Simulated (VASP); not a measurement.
Wanted: the native input for a VASP 6.6.1 run.

```
Task                   : single point
Functional             : BLYP
Dispersion             : D3(BJ)
Potentials or basis    : VASP PAW PBE potentials, release 64 (Ga_d, P)
Cutoff                 : 520 eV
k mesh                 : 8 × 8 × 8
Occupations            : fermi-dirac, width 0.05 eV
Spin                   : no spin polarisation
Dipole correction      : no
Further INCAR settings : ALGO = Normal; EDIFF = 1e-06; NBANDS = 16
```

The structure of GaP lies in POSCAR:

```
GaP
1.0
    0.0000000000      2.7069591804      2.7069591804
    2.7069591804      0.0000000000      2.7069591804
    2.7069591804      2.7069591804      0.0000000000
Ga P
1 1
Direct
    0.0000000000      0.0000000000      0.0000000000
    0.7500000000      0.7500000000      0.7500000000
```

These files were run (other wordings do the same):

INCAR

```
PREC     = Accurate       # precision mode
ENCUT    = 520            # plane-wave cutoff, eV
EDIFF    = 1E-6           # SCF threshold, eV
ISMEAR   = -1             # smearing method
SIGMA    = 0.05           # smearing width, eV
LREAL    = False          # projectors in reciprocal space
LASPH    = True           # aspherical terms in the spheres
NELM     = 60             # most SCF steps
ALGO     = Normal         # electronic algorithm
ISIF     = 2              # what is computed and relaxed
LWAVE    = False          # write WAVECAR
LCHARG   = False          # write CHGCAR
GGA      = B5             # functional
ALDAX    = 1.0          
AGGAX    = 1.0          
AGGAC    = 1.0          
ALDAC    = 0.0          
IVDW     = 12             # dispersion correction
VDW_S6   = 1.0          
VDW_S8   = 2.6996       
VDW_A1   = 0.4298       
VDW_A2   = 4.2359       
NBANDS   = 16             # bands
```

KPOINTS

```
Automatic mesh
0
Gamma
  8 8 8
```

Potentials or basis: VASP PAW PBE potentials, release 64 (Ga_d, P).

Launch:

```sh
$ cat potpaw_PBE.64/Ga_d/POTCAR potpaw_PBE.64/P/POTCAR > POTCAR
$ mpirun -np 1 vasp_std > vasp.out
```

It gave:

```
Pressure                   : 1.9 GPa
Band gap on the k mesh     : 1.75 eV, indirect (least direct gap 1.90 eV)
Dispersion energy per atom : -0.725 eV
```

Caveat: the PAW data sets were made with another functional, which shifts forces and pressure a little.

Wall time 42 s on 1 thread of Intel Xeon 8259CL, on a shared host, peak memory 0.17 GiB.
